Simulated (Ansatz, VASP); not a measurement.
This is a calculation of Sc for Ansatz 0.2.0.

The input input.yaml:

```yaml
crystal:
  lattice:
    - [0.0, 2.2138646057, 2.2138646057]
    - [2.2138646057, 0.0, 2.2138646057]
    - [2.2138646057, 2.2138646057, 0.0]
  atoms:
    - { symbol: Sc, position: [0.0, 0.0, 0.0] }
kpoints:
  mp_grid: { grid: [10, 10, 10] }
scf:
  occupations: { method: fermi_dirac, width: 0.05 }
hamiltonian:
  xc: pbe
  pseudopotentials: { kind: all_electron, lapw: { basis_error: 0.0005 } }
output:
  forces: true
  stress: true
  eigenvalues: true
```

Potentials or basis: all-electron LAPW, scalar-relativistic.

The run is started by

```bash
$ ansatz run input.yaml --threads 1 --pin off --max-ram 2560MiB --backend cpu --events-out ev --progress --plain --runs-dir out
```

**Question.** Set up the same calculation for VASP 6.6.1. Potentials there: VASP PAW PBE potentials, release 64 (Sc_sv).

**Answer.** As run (the cutoff follows the program's own potentials):

Contents of INCAR:

```
ALGO = Normal
EDIFF = 1E-6
ENCUT = 520
GGA = PE
ISIF = 2
ISMEAR = -1
LASPH = T
LCHARG = F
LREAL = F
LWAVE = F
NBANDS = 12
NELM = 100
PREC = Accurate
SIGMA = 0.05
```

File KPOINTS:

```
k-points
0
Gamma
  10 10 10
```

The input POSCAR:

```
Sc
1.0
    0.0000000000      2.2138646057      2.2138646057
    2.2138646057      0.0000000000      2.2138646057
    2.2138646057      2.2138646057      0.0000000000
Sc
1
Direct
    0.0000000000      0.0000000000      0.0000000000
```

Potentials or basis: VASP PAW PBE potentials, release 64 (Sc_sv).

Launch:

```sh
$ cat potpaw_PBE.64/Sc_sv/POTCAR > POTCAR
$ mpirun -np 1 vasp_std > vasp.out
```

Both were run:

|  | VASP | Ansatz | Ansatz less VASP |
| --- | --- | --- | --- |
| gap on the k mesh at the Fermi level (eV) | none | none | - |
| pressure (GPa) | 8.1 | 8.1 | -0.05 |

A gap of «none» marks a metal or a gap that the smearing closes. Ansatz ran all-electron here, and VASP with PAW potentials.
